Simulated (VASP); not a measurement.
Sb:

```xyz
4
Lattice="4.4353 0.0000 0.0000 0.0000 4.3308 0.0000 -1.2936 0.0000 6.2344" Properties=species:S:1:pos:R:3 pbc="T T T"
Sb    0.6233    1.0827    4.2623
Sb    3.1676    3.2481    4.7554
Sb   -0.0259    1.0827    1.4791
Sb    2.5184    3.2481    1.9721
```

This cell differs from its parent crystal: volume scaled by 0.94.

Base run:

| Item | Value |
| --- | --- |
| Program | VASP 6.6.1 |
| Functional | PBEsol |
| Potentials or basis | VASP PAW PBE potentials, release 64 (Sb) |
| Cutoff | 520 eV |
| k mesh | 6 × 6 × 4 |
| Occupations | fermi-dirac, width 0.05 eV |
| Spin | no spin polarisation |

Its results: band gap on the k mesh zero (band 10 reaches 7.33 eV, above the bottom of band 11 at 6.60 eV); pressure 1.0 GPa; largest force 0.422 eV/Å.

The run is repeated on the same cell with these changes: functional from PBEsol to r2SCAN; further incar settings from ALGO = Normal; EDIFF = 1e-07; NBANDS = 18 to ALGO = Normal; EDIFF = 1e-06; NBANDS = 18. What comes out?

Band gap on the k mesh zero (band 10 reaches 7.50 eV, above the bottom of band 11 at 6.64 eV); pressure 3.0 GPa; largest force 0.304 eV/Å.

Caveats: the PAW data sets were made with another functional, which shifts forces and pressure a little; spin-orbit coupling is left out, which moves the levels of the heavy elements.
